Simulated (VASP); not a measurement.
# HfB (Fm-3m) in VASP: single point with PBEsol

Aim: the single point of HfB with PBEsol.

All numbers are computed with VASP 6.6.1; they aren't measurements. Logs are shortened: lines on timing, memory, paths and dates and some standing lists are left out, and cuts for length are marked.

## (1) The cell of the first run

It takes space group Fm-3m (No. 225, cubic). Conventional cell: a = 4.620 Å, b = 4.620 Å, c = 4.620 Å, α = 90.00°, β = 90.00°, γ = 90.00°. Within 3.1 Å of Hf (site symmetry m-3m) lie 6 B at 2.31 Å. Within 3.1 Å of B (site symmetry m-3m) lie 6 Hf at 2.31 Å.

## (2) Single point, PBEsol

File INCAR:

```
SYSTEM = HfB
ALGO = Normal
EDIFF = 1E-6
ENCUT = 520
GGA = PS
ISIF = 2
ISMEAR = 1
LASPH = .TRUE.
LCHARG = .TRUE.
LELF = .TRUE.
LREAL = .FALSE.
LVHAR = .TRUE.
LWAVE = .FALSE.
NBANDS = 14
NELM = 80
PREC = Accurate
SIGMA = 0.1
```

File KPOINTS:

```
k-points
0
G
  11 11 11
  0 0 0
```

File POSCAR:

```
HfB
1.0
    0.0000000000      2.3100000000      2.3100000000
    2.3100000000      0.0000000000      2.3100000000
    2.3100000000      2.3100000000      0.0000000000
Hf B
1 1
Direct
    0.5000000000      0.5000000000      0.5000000000
    0.0000000000      0.0000000000      0.0000000000
```

Potentials or basis: VASP PAW PBE potentials, release 64 (Hf_pv, B).

Command:

```bash
$ cat potpaw_PBE.64/Hf_pv/POTCAR potpaw_PBE.64/B/POTCAR > POTCAR
$ mpirun -np 1 vasp_std > vasp.out
```

OUTCAR:

```text
SYSTEM = HfB
   EDIFF = 1E-6
   ENCUT = 520
   GGA = PS
   ISIF = 2
   ISMEAR = 1
   LASPH = .TRUE.
   LREAL = .FALSE.
   NELM = 80
   PREC = Accurate

 ion  position               nearest neighbor table
   1  0.500  0.500  0.500-   2 2.31   2 2.31   2 2.31   2 2.31   2 2.31   2 2.31
   2  0.000  0.000  0.000-   1 2.31   1 2.31   1 2.31   1 2.31   1 2.31   1 2.31

  LATTYP: Found a face centered cubic cell.
 ALAT       =     4.6200000000

  Lattice vectors:

 A1 = (   0.0000000000,   2.3100000000,   2.3100000000)
 A2 = (   2.3100000000,   0.0000000000,   2.3100000000)
 A3 = (   2.3100000000,   2.3100000000,   0.0000000000)

Analysis of symmetry for initial positions (statically):
=====================================================================
 Subroutine PRICEL returns:
 Original cell was already a primitive cell.

 Routine SETGRP: Setting up the symmetry group for a
 face centered cubic supercell.

 Subroutine GETGRP returns: Found 48 space group operations
 (whereof 48 operations were pure point group operations)
 out of a pool of 48 trial point group operations.

The static configuration has the point symmetry O_h .

Analysis of symmetry for dynamics (positions and initial velocities):
=====================================================================
 Subroutine PRICEL returns:
 Original cell was already a primitive cell.

 Routine SETGRP: Setting up the symmetry group for a
 face centered cubic supercell.

 Subroutine GETGRP returns: Found 48 space group operations
 (whereof 48 operations were pure point group operations)
 out of a pool of 48 trial point group operations.

The dynamic configuration has the point symmetry O_h .

 Subroutine INISYM returns: Found 48 space group operations
 (whereof 48 operations are pure point group operations),
 and found     1 'primitive' translations

----------------------------------------------------------------------------------------

                                     Primitive cell

  volume of cell :      24.6528

  direct lattice vectors                    reciprocal lattice vectors
     0.000000000  2.310000000  2.310000000    -0.216450216  0.216450216  0.216450216
     2.310000000  0.000000000  2.310000000     0.216450216 -0.216450216  0.216450216
     2.310000000  2.310000000  0.000000000     0.216450216  0.216450216 -0.216450216

  length of vectors
     3.266833329  3.266833329  3.266833329     0.374902772  0.374902772  0.374902772

  position of ions in fractional coordinates (direct lattice)
     0.500000000  0.500000000  0.500000000
     0.000000000  0.000000000  0.000000000

  ion indices of the primitive-cell ions
   primitive index   ion index
                 1           1
                 2           2

----------------------------------------------------------------------------------------

 KPOINTS: k-points

Automatic generation of k-mesh.
 Grid dimensions read from file:
 generate k-points for:   11   11   11

 Generating k-lattice:

  Cartesian coordinates                     Fractional coordinates (reciprocal lattice)
    -0.019677292  0.019677292  0.019677292     0.090909091  0.000000000  0.000000000
     0.019677292 -0.019677292  0.019677292     0.000000000  0.090909091  0.000000000
     0.019677292  0.019677292 -0.019677292     0.000000000  0.000000000  0.090909091

  Length of vectors
     0.034082070  0.034082070  0.034082070

  Shift w.r.t. Gamma in fractional coordinates (k-lattice)
     0.000000000  0.000000000  0.000000000

 Subroutine IBZKPT returns following result:
 ===========================================

 Found     56 irreducible k-points:

 Following reciprocal coordinates:
            Coordinates               Weight
  0.000000  0.000000  0.000000      1.000000
  0.090909  0.000000  0.000000      8.000000
  0.181818  0.000000  0.000000      8.000000
  0.272727  0.000000  0.000000      8.000000
  0.363636  0.000000  0.000000      8.000000
  0.454545  0.000000  0.000000      8.000000
[... 16 lines left out ...]
 -0.272727  0.181818  0.000000     24.000000
 -0.181818  0.181818  0.000000     12.000000
 [... further k-points ...]
   k-points           NKPTS =     56   k-points in BZ     NKDIM =     56   number of bands    NBANDS=     14
   number of dos      NEDOS =    301   number of ions     NIONS =      2
   total plane-waves  NPLWV =  13824
   dimension x,y,z NGX =    24 NGY =   24 NGZ =   24
   dimension x,y,z NGXF=    48 NGYF=   48 NGZF=   48
   ions per type =               1   1
   NGX,Y,Z   is equivalent  to a cutoff of  12.21, 12.21, 12.21 a.u.
   NGXF,Y,Z  is equivalent  to a cutoff of  24.43, 24.43, 24.43 a.u.
 SYSTEM =  HfB
   PREC   = accura    normal or accurate (medium, high low for compatibility)
   ISTART =      0    job   : 0-new  1-cont  2-samecut
   ICHARG =      2    charge: 1-file 2-atom 10-const
   ISPIN  =      1    spin polarized calculation?
   LNONCOLLINEAR =      F non collinear calculations
   LSORBIT =      F    spin-orbit coupling
   LASPH  =      T    aspherical Exc in radial PAW
   ENCUT  =  520.0 eV  38.22 Ry    6.18 a.u.   6.07  6.07  6.07*2*pi/ulx,y,z
   NELM   =     80;   NELMIN=  2; NELMDL= -5     # of ELM steps
   EDIFF  = 0.1E-05   stopping-criterion for ELM
   LREAL  =      F    real-space projection
   EDIFFG = 0.1E-04   stopping-criterion for IOM
   NSW    =      0    number of steps for IOM
   IBRION =     -1    ionic relax: 0-MD 1-quasi-New 2-CG
   NFREE  =      0    steps in history (QN), initial steepest desc. (CG)
   ISIF   =      2    stress and relaxation
   ISYM   =      2    0-nonsym 1-usesym 2-fastsym
   POTIM  = 0.5000    time-step for ionic-motion
   TEBEG  =    0.0;   TEEND  =   0.0 temperature during run
   PSTRESS=    0.0 pullay stress
   NELECT =      13.0000    total number of electrons
   NUPDOWN=      -1.0000    fix difference up-down
   EMIN   =  10.00;   EMAX   =-10.00  energy-range for DOS
   EFERMI =   0.00;   METHOD = LEGACY
   ISMEAR =     1;   SIGMA  =   0.10  broadening in eV -4-tet -1-fermi 0-gaus
   EFERMI_NEDOS =   21; number of points for ismear=-14 and -15
   IALGO  =     38    algorithm
   IMIX   =      4    mixing-type and parameters
     AMIX     =   0.40;   BMIX     =  1.00
     AMIX_MAG =   1.60;   BMIX_MAG =  1.00
  volume/ion in A,a.u.               =      12.33        83.18
  Fermi-wavevector in a.u.,A,eV,Ry     =   1.322617  2.499383 23.800871  1.749315
  Thomas-Fermi vector in A             =   2.452285
   LORBIT       =      0    0 simple, 1 ext, 2 COOP (PROOUT), +10 PAW based schemes
   GGA     = PS    functional components
   LHFCALC =     F    Hartree Fock is set to
   AEXX    =    0.0000 exact exchange contribution
   IVDW    =     0    specifies the selected vdW correction
   LEPSILON=     F    determine dielectric tensor
   LRPA    =     F    only Hartree local field effects (RPA)
 non-spin polarized calculation
 Methfessel and Paxton  Order N= 1 SIGMA  =   0.10
  energy-cutoff  :      520.00
  volume of cell :       24.65
 maximum number of plane-waves:       674
   NGX = 13   NGY = 13   NGZ = 13

 number of electron      13.0000002 magnetization

 Free energy of the ion-electron system (eV)
  ---------------------------------------------------
  ext. energy  EPLUGINS =         0.00000000
  ---------------------------------------------------
  free energy    TOTEN  =       -18.20220481 eV

  energy without entropy =      -18.20194322  energy(sigma->0) =      -18.20211761

 E-fermi :   5.0527     XC(G=0): -12.4031

 val. band max:        5.0303476443   @ k =   0.1818   0.0000   0.0000
 cond. band min:       5.0920158041   @ k =  -0.3636   0.3636   0.0000
 fundamental gap:      0.0616681598
 Fermi energy:         5.0526615473

 k-point     1 :       0.0000    0.0000    0.0000
  band No.  band energies     occupation
      1     -23.2497      2.00000
      2     -23.2497      2.00000
      3     -23.2497      2.00000
      4      -4.5679      2.00000
      5       7.1502      0.00000
      6       7.1502      0.00000
      7       7.1502      0.00000
      8       8.9919      0.00000
      9       8.9919      0.00000
     10       8.9919      0.00000
     11       9.1956      0.00000
     12       9.1956      0.00000
     13      16.6519      0.00000
     14      18.0381      0.00000

 k-point     2 :       0.0909    0.0000    0.0000
  band No.  band energies     occupation
      1     -23.3124      2.00000
      2     -23.2560      2.00000
      3     -23.2560      2.00000
      4      -4.3276      2.00000
      5       6.3852     -0.00000
      6       6.8997     -0.00000
      7       6.8997     -0.00000
      8       7.9166      0.00000
      9       7.9166      0.00000
     10       9.3796      0.00000
     11      11.0033      0.00000
     12      11.0033      0.00000
     13      17.2637      0.00000
     14      18.3011      0.00000

 k-point     3 :       0.1818    0.0000    0.0000
  band No.  band energies     occupation
      1     -23.4769      2.00000
      2     -23.2729      2.00000
      3     -23.2729      2.00000
      4      -3.6483      2.00000
      5       5.0303      1.36745
      6       5.7577     -0.00000
      7       5.7577     -0.00000
      8       8.3107      0.00000
      9       8.3107      0.00000
     10       9.8385      0.00000
     11      13.1553      0.00000
     12      13.1553      0.00000
     13      18.6603      0.00000
     14      18.9699      0.00000
[... 324 lines left out ...]
 k-point    23 :      -0.2727    0.1818    0.0000
  band No.  band energies     occupation
      1     -23.7811      2.00000
      2     -23.4794      2.00000
      3     -23.3125      2.00000
      4      -1.2586      2.00000
      5       2.3523      2.00000
      6       4.0376      2.00000
      7       4.1209      2.00000
      8       9.3752      0.00000
      9      11.3297      0.00000
     10      12.0334      0.00000
     11      14.0583      0.00000
     12      16.6775      0.00000
     13      19.1035      0.00000
     14      20.1845      0.00000

 k-point    24 :      -0.1818    0.1818    0.0000
  band No.  band energies     occupation
      1     -23.6609      2.00000
      2     -23.4183      2.00000
      3     -23.2836      2.00000
      4      -2.3155      2.00000
      5       3.4918      2.00000
      6       4.4425      2.00000
      7       4.5135      2.00000
      8       8.5224      0.00000
      9      10.8202      0.00000
     10      11.2786      0.00000
     11      13.0420      0.00000
     12      17.3350      0.00000
     13      18.0205      0.00000
     14      20.1771      0.00000

 [... further k-points ...]

------------------------ aborting loop because EDIFF is reached ----------------------------------------

  FORCE on cell =-STRESS in cart. coord.  units (eV):
  Direction    XX          YY          ZZ          XY          YZ          ZX
  --------------------------------------------------------------------------------------
  -------------------------------------------------------------------------------------
  Total        3.7594164      3.7594164      3.7594164      0.0000000      0.0000000      0.0000000
  in kB      244.3234060    244.3234060    244.3234060      0.0000000      0.0000000      0.0000000
  external PRESSURE =     244.3234060 kB  Pullay stress =       0.0000000 kB

 VOLUME and BASIS-vectors are now :
 -----------------------------------------------------------------------------
  energy-cutoff  :      520.00
  volume of cell :       24.65
      direct lattice vectors                 reciprocal lattice vectors
     0.000000000  2.310000000  2.310000000    -0.216450216  0.216450216  0.216450216
     2.310000000  0.000000000  2.310000000     0.216450216 -0.216450216  0.216450216
     2.310000000  2.310000000  0.000000000     0.216450216  0.216450216 -0.216450216

 POSITION                                       TOTAL-FORCE (eV/Angst)
 -----------------------------------------------------------------------------------
      2.31000      2.31000      2.31000        -0.000000     -0.000000     -0.000000
      0.00000      0.00000      0.00000         0.000000      0.000000      0.000000
 -----------------------------------------------------------------------------------
    total drift:                               -0.000000     -0.000000      0.000000

  FREE ENERGIE OF THE ION-ELECTRON SYSTEM (eV)
  ---------------------------------------------------
  free  energy   TOTEN  =       -18.2022048066 eV

  energy  without entropy=      -18.2019432225  energy(sigma->0) =      -18.20211761
```

It took 7.2 s on 1 thread of Intel Xeon Platinum 8488C (Sapphire Rapids), shared host; peak memory 0.15 GiB.

Results:

| Item | Value |
| --- | --- |
| Free energy | -18.2022 eV |
| Pressure | 24.4 GPa |

Caveat: the PAW data sets were made with another functional, which shifts forces and pressure a little; spin-orbit coupling is left out, which moves the levels of the heavy elements.
